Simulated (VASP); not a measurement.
Set up this calculation in VASP 6.6.1, as the native input.

- Task: single point
- Functional: PBE
- Potentials or basis: VASP PAW PBE potentials, release 64 (Ir, Se)
- Cutoff: 520 eV
- k mesh: 10 × 10 × 10
- Occupations: gaussian, width 0.05 eV
- Spin: no spin polarisation
- Dipole correction: no
- Further INCAR settings: ALGO = Normal; EDIFF = 1e-06; NBANDS = 14

The structure of IrSe lies in POSCAR:

```
IrSe
1.0
    0.0000000000      2.8004897962      2.8004897962
    2.8004897962      0.0000000000      2.8004897962
    2.8004897962      2.8004897962      0.0000000000
Ir Se
1 1
Direct
    0.0000000000      0.0000000000      0.0000000000
    0.2500000000      0.2500000000      0.2500000000
```

These files were run (other wordings do the same):

INCAR

```
SYSTEM = IrSe
ALGO = Normal ; EDIFF = 1E-6
ENCUT = 520 ; GGA = PE
ISIF = 2 ; ISMEAR = 0
LASPH = .TRUE. ; LCHARG = .FALSE.
LREAL = .FALSE. ; LWAVE = .FALSE.
NBANDS = 14 ; NELM = 80
PREC = Accurate ; SIGMA = 0.05
```

KPOINTS

```
k-points
0
G
  10 10 10
  0 0 0
```

Potentials or basis: VASP PAW PBE potentials, release 64 (Ir, Se).

Command:

```sh
$ cat potpaw_PBE.64/Ir/POTCAR potpaw_PBE.64/Se/POTCAR > POTCAR
$ mpirun -np 1 vasp_std > vasp.out
```

Results of the run:

```yaml
Pressure: -2.0 GPa
Band_gap_on_the_k_mesh: zero (an odd number of electrons rules out a gap without spin polarisation)
```

Caveat: spin-orbit coupling is left out, which moves the levels of the heavy elements.

It took 55 s on 1 thread of Intel Xeon 8259CL, with other jobs on the host, peak memory 0.19 GiB.
